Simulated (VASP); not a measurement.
Here is a VASP 6.6.1 calculation.

Contents of INCAR:

```
ALGO     = Fast           # electronic algorithm
EDIFF    = 1E-6           # SCF threshold, eV
ENCUT    = 520            # plane-wave cutoff, eV
GGA      = PE             # functional
ISIF     = 2              # what is computed and relaxed
ISMEAR   = 0              # smearing method
LASPH    = T              # aspherical terms in the spheres
LCHARG   = F              # write CHGCAR
LREAL    = F              # projectors in reciprocal space
LWAVE    = F              # write WAVECAR
NBANDS   = 22             # bands
NELM     = 100            # most SCF steps
PREC     = Accurate       # precision mode
SIGMA    = 0.1            # smearing width, eV
```

Contents of KPOINTS:

```
k-points
0
Gamma
  6 6 4
```

POSCAR

```
Cs2Au
1.0
    4.7919823000      0.0000000000      0.0000000000
   -2.3959911500      4.1499784100      0.0000000000
    0.0000000000      0.0000000000      5.3108592500
Cs Au
2 1
Direct
    0.3333333300      0.6666666700      0.5000000000
    0.6666666700      0.3333333300      0.5000000000
    0.0000000000      0.0000000000      0.0000000000
```

Potentials or basis: VASP PAW PBE potentials, release 64 (Cs_sv, Au).

Launch:

```sh
$ cat potpaw_PBE.64/Cs_sv/POTCAR potpaw_PBE.64/Au/POTCAR > POTCAR
$ mpirun -np 1 vasp_std > vasp.out
```

**Question.** What does it give for the pressure?

**Answer.** 17.9 GPa.

Stress tensor (GPa, compression positive):
```
28.73  0.00  0.00
 0.00 28.73  0.00
 0.00  0.00 -3.84
```
